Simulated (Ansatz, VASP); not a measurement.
**Two plane-wave programs on GaAs**

The input INCAR:

```
PREC = Accurate
ENCUT = 520
EDIFF = 1E-7
ISMEAR = 0
SIGMA = 0.01
LREAL = False
LASPH = True
NELM = 80
ALGO = Normal
ISIF = 2
LWAVE = False
LCHARG = False
GGA = PS
NBANDS = 26
```

File KPOINTS:

```
Automatic mesh
0
Gamma
  10 10 6
```

The input POSCAR:

```
GaAs
1.0
    2.8289764104      2.8289764104      0.0000000000
   -2.8289764104      2.8289764104      0.0000000000
    0.0000000000      0.0000000000      5.4316347080
Ga As
2 2
Direct
    0.0000000000      0.0000000000      0.0000000000
    0.5000000000      0.5000000000      0.5000000000
    0.5000000000      0.0000000000      0.7500000000
    0.0000000000      0.5000000000      0.2500000000
```

Input for Ansatz:

```yaml
crystal:
  lattice:
    - [2.8289764104, 2.8289764104, 0.0]
    - [-2.8289764104, 2.8289764104, 0.0]
    - [0.0, 0.0, 5.431634708]
  atoms:
    - { symbol: Ga, position: [0.0, 0.0, 0.0] }
    - { symbol: Ga, position: [0.5, 0.5, 0.5] }
    - { symbol: As, position: [0.5, 0.0, 0.75] }
    - { symbol: As, position: [0.0, 0.5, 0.25] }
basis:
  ecutwfc: 420
kpoints:
  mp_grid: { grid: [10, 10, 6] }
hamiltonian:
  xc: pbesol
scf:
  occupations: { method: gaussian, width: 0.01 }
output:
  forces: true
  stress: true
  eigenvalues: true
```

Change from the starting cell: strain along c alone, the other axes held, atoms relaxed: -4.0 %.

Alike in both runs: task single point; functional PBEsol; k mesh 10 × 10 × 6; occupations gaussian, width 0.01 eV; no spin polarisation.

|  | VASP | Ansatz |
| --- | --- | --- |
| version | VASP 6.6.1 | Ansatz 0.2.0 |
| potentials or method | VASP PAW PBE potentials, release 64 (Ga_d, As), cutoff 520 eV | scalar-relativistic, plane waves, PAW |
| valence electrons in the cell | 36 | 56 |

Ansatz gave:

```
gap on the k mesh at the Fermi level (eV)                     : 0.57
least direct gap on the mesh (eV)                             : 0.57
pressure (GPa)                                                : 3.1
traceless stress, the component that is largest in VASP (GPa) : 1.50
```

Estimate VASP's values.

gap on the k mesh at the Fermi level (eV): 0.59; least direct gap on the mesh (eV): 0.59; pressure (GPa): 3.3; traceless stress, the component that is largest in VASP (GPa): 1.50.

VASP's potentials were made for PBE, not for PBEsol. With one functional, cell and mesh, what is left measures potentials, basis and numerics. VASP's potentials hold 36 valence electrons a cell and Ansatz's 56, so a difference there can come from the potentials and not from the codes.
